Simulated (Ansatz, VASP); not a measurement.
Given: the input of a run of VASP 6.6.1 on SnO.

POSCAR

```
SnO
1.0
    3.8884925471      0.0000000000      0.0000000000
    0.0000000000      3.8884925471      0.0000000000
    0.0000000000      0.0000000000      4.9827594627
Sn O
2 2
Direct
    0.5000000000      0.0000000000      0.7646261400
    0.0000000000      0.5000000000      0.2353738600
    0.0000000000      0.0000000000      0.0000000000
    0.5000000000      0.5000000000      0.0000000000
```

INCAR.step1

```
ALGO = Normal
EDIFF = 1E-4
ENCUT = 520
GGA = PE
ISMEAR = -1
LASPH = True
LCHARG = False
LREAL = False
LWAVE = True
NBANDS = 28
NELM = 80
PREC = Accurate
SIGMA = 0.05
```

The input INCAR.step2:

```
ALGO = Normal
EDIFF = 1E-6
ENCUT = 520
ISIF = 2
ISMEAR = -1
ISTART = 1
LASPH = True
LCHARG = False
LMIXTAU = True
LREAL = False
LWAVE = False
METAGGA = R2SCAN
NBANDS = 28
NELM = 80
PREC = Accurate
SIGMA = 0.05
```

KPOINTS

```
k-points
0
Gamma
  7 7 6
```

Potentials or basis: VASP PAW PBE potentials, release 64 (Sn_d, O).

Command:

```bash
$ cat potpaw_PBE.64/Sn_d/POTCAR potpaw_PBE.64/O/POTCAR > POTCAR
$ cp INCAR.step1 INCAR
$ mpirun -np 1 vasp_std > vasp.out
$ cp INCAR.step2 INCAR
$ mpirun -np 1 vasp_std > vasp.out
```

**Question.** Set up the same calculation for Ansatz 0.2.0. Potentials there: Ansatz PAW.

**Answer.** As run (the cutoff follows the program's own potentials):

input.yaml

```yaml
crystal:
  lattice:
    - [3.8884925471, 0.0, 0.0]
    - [0.0, 3.8884925471, 0.0]
    - [0.0, 0.0, 4.9827594627]
  atoms:
    - { symbol: Sn, position: [0.5, 0.0, 0.76462614] }
    - { symbol: Sn, position: [0.0, 0.5, 0.23537386] }
    - { symbol: O, position: [0.0, 0.0, 0.0] }
    - { symbol: O, position: [0.5, 0.5, 0.0] }
hamiltonian:
  xc: r2scan
  pseudopotentials: { kind: paw }
kpoints:
  mp_grid: { grid: [7, 7, 6] }
scf:
  occupations: { method: fermi_dirac, width: 0.05 }
output:
  forces: true
  stress: true
  eigenvalues: true
```

Potentials or basis: Ansatz PAW.

Run with:

```console
$ ansatz run input.yaml --threads 2 --pin off --max-ram 5632MiB --backend cpu --events-out ev --progress --plain --runs-dir out
```

Both were run:

|  | VASP | Ansatz | Ansatz less VASP |
| --- | --- | --- | --- |
| gap on the k mesh at the Fermi level (eV) | 0.73 | 0.73 | -0.005 |
| least direct gap on the mesh (eV) | 2.31 | 2.34 | +0.033 |
| pressure (GPa) | -4.9 | -5.4 | -0.45 |
| traceless stress, the component that is largest in VASP (GPa) | 0.90 | 0.95 | +0.046 |
| rms of the force components (eV/Å) | 0.310 | 0.360 | +0.0495 |

VASP's potentials were made for PBE, not for r2SCAN. Atom by atom the forces differ by 0.049 eV/Å (rms over components).

Noted on Ansatz's run: odd divisions of the mesh miss points on the zone boundary, where band edges often lie, so the gap on the mesh can be too wide.
